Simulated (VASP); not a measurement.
Input of a VASP 6.6.1 run:

INCAR

```
ALGO     = Normal         # electronic algorithm
EDIFF    = 1E-6           # SCF threshold, eV
ENCUT    = 520            # plane-wave cutoff, eV
GGA      = PE             # functional
GGA_COMPAT= F            
ISIF     = 2              # what is computed and relaxed
ISMEAR   = -1             # smearing method
IVDW     = 12             # dispersion correction
LASPH    = T              # aspherical terms in the spheres
LCHARG   = F              # write CHGCAR
LREAL    = Auto         
LWAVE    = F              # write WAVECAR
NBANDS   = 70             # bands
NELM     = 120            # most SCF steps
PREC     = Accurate       # precision mode
SIGMA    = 0.02           # smearing width, eV
```

File KPOINTS:

```
k-points
0
Gamma
  1 1 1
```

Contents of POSCAR:

```
H2CO
1.0
    7.8729940000      0.0000000000      0.0000000000
    0.0000000000      7.8729940000      0.0000000000
    0.0000000000      0.0000000000      7.8729940000
O C H
8 8 16
Direct
    0.9039636001     -0.1257336154      0.7188878843
    0.0173885564     -0.0464499274      0.1952497360
    0.1623016606      0.6232063685      0.5144167517
    0.8382579740      0.3275119986      0.6310432854
    0.3957325510      0.2028580233      0.7010420686
    0.5064782216      0.8760453774      0.1589611271
    0.9924051765      0.4952118597      0.0716626991
    0.5132482001      0.3277152250      0.1939033613
    0.7593807388     -0.0863204011      0.7587075514
    0.0966849460      0.0074431658      0.0752064589
    0.0150006465      0.6631784554      0.4839963043
    0.8502356283      0.2454720529      0.5019691365
    0.3266736898      0.3138196219      0.7752705007
    0.4673571452      0.7386262456      0.2138068440
    0.9540461989      0.5415474723     -0.0680554310
    0.4523819020      0.2421315195      0.3058810917
    0.6591647345     -0.1136162431      0.6615399427
    0.7292778326     -0.0668106695      0.9025156122
    0.0956180076      0.1463610921      0.0496761461
    0.1961007464     -0.0515051834     -0.0109488207
   -0.0353867919      0.7422208121      0.3745080969
   -0.0720056436      0.6208184586      0.5745082493
    0.8800972032      0.3070877483      0.3722980101
    0.8258992703      0.0960498636      0.4892928916
    0.2252129241      0.3988317532      0.7119273811
    0.3431985341      0.3371652512      0.9190531582
    0.5401756943      0.6271565811      0.1847454729
    0.3391721117      0.7191800222      0.2681698983
    1.0468698439      0.5719298148     -0.1721962445
    0.8248323319      0.5614890599     -0.1082688492
    0.4597361563      0.1099200634      0.2889243914
    0.3888863627      0.2896610870      0.4246542040
```

Potentials or basis: VASP PAW PBE potentials, release 64 (O, C, H).

Command:

```console
$ cat potpaw_PBE.64/O/POTCAR potpaw_PBE.64/C/POTCAR potpaw_PBE.64/H/POTCAR > POTCAR
$ mpirun -np 1 vasp_gam > vasp.out
```

(1) What does it give for the band gap on the k mesh?

(2) Estimate the largest force.

(3) What does it give for the pressure?

(4) What does it give for the dispersion energy per atom?

## Answers

(1) 2.36 eV.

(2) 4.113 eV/Å.

(3) 1.0 GPa.

(4) -0.036 eV.

Caveat: the k points lie up to 0.80 Å⁻¹ apart.
